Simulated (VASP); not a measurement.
**Sb: single point with PBE+D3(BJ)**

Sb:

```
CELL_PARAMETERS angstrom
3.06865 0.00000 0.00000
0.00000 3.06865 0.00000
0.00000 0.00000 3.06865
ATOMIC_POSITIONS crystal
Sb 0.00000 0.00000 0.00000
```

```json
{
 "Program": "VASP 6.6.1",
 "Task": "single point",
 "Functional": "PBE",
 "Dispersion": "D3(BJ)",
 "Potentials or basis": "VASP PAW PBE potentials, release 64 (Sb)",
 "Cutoff": "520 eV",
 "k mesh": "8 × 8 × 8",
 "Occupations": "fermi-dirac, width 0.05 eV",
 "Spin": "no spin polarisation",
 "Dipole correction": "no",
 "Further INCAR settings": "ALGO = Normal; EDIFF = 1e-06; NBANDS = 8"
}
```

```json
{
  "Pressure": "0.0 GPa",
  "Dispersion energy per atom": "-0.495 eV"
}
```

Levels at points of the mesh, in eV from the Fermi level:
```csv
k point,band 1,band 2,band 3,band 4,band 5,band 6,band 7,band 8
"(0.00, 0.00, 0.00)",-12.58,3.40,3.40,3.40,7.01,7.01,8.51,17.88
"(0.50, 0.00, 0.00)",-10.04,-5.74,5.52,5.52,9.15,10.73,11.56,11.59
"(0.50, 0.50, 0.00)",-7.33,-3.62,-3.62,2.12,7.69,13.16,13.40,13.40
"(0.50, 0.50, 0.50)",-4.28,-1.63,-1.63,-1.63,4.84,4.84,4.84,6.92
```

Run time: 2.8 s on 1 thread of Intel(R) Xeon(R) 6975P-C (Granite Rapids), with other jobs on the host, peak memory 0.14 GiB.

Caveat: spin-orbit coupling is left out, which moves the levels of the heavy elements; pairwise dispersion overbinds metals, which lowers pressure and volume.
